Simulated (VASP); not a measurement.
Input of a VASP 6.6.1 run:

The input INCAR:

```
PREC = Accurate
ENCUT = 520
EDIFF = 1E-6
ISMEAR = -1
SIGMA = 0.1
LREAL = False
LASPH = True
NELM = 100
ALGO = Normal
ISIF = 2
LWAVE = False
LCHARG = False
GGA = PE
NBANDS = 16
```

Contents of KPOINTS:

```
Automatic mesh
0
Gamma
  15 15 15
```

File POSCAR:

```
TiN
1.0
    0.0000000000      1.9715876643      1.9715876643
    1.9715876643      0.0000000000      1.9715876643
    1.9715876643      1.9715876643      0.0000000000
Ti N
1 1
Direct
    0.0000000000      0.0000000000      0.0000000000
    0.5000000000      0.5000000000      0.5000000000
```

Potentials or basis: VASP PAW PBE potentials, release 64 (Ti_sv, N).

Command:

```console
$ cat potpaw_PBE.64/Ti_sv/POTCAR potpaw_PBE.64/N/POTCAR > POTCAR
$ mpirun -np 1 vasp_std > vasp.out
```

**Question.** Predict the band gap on the k mesh.

**Answer.** Zero (an odd number of electrons rules out a gap without spin polarisation).

**Question.** What does it give for the pressure?

**Answer.** 99.2 GPa.

Caveat: the cell stands under pressure.
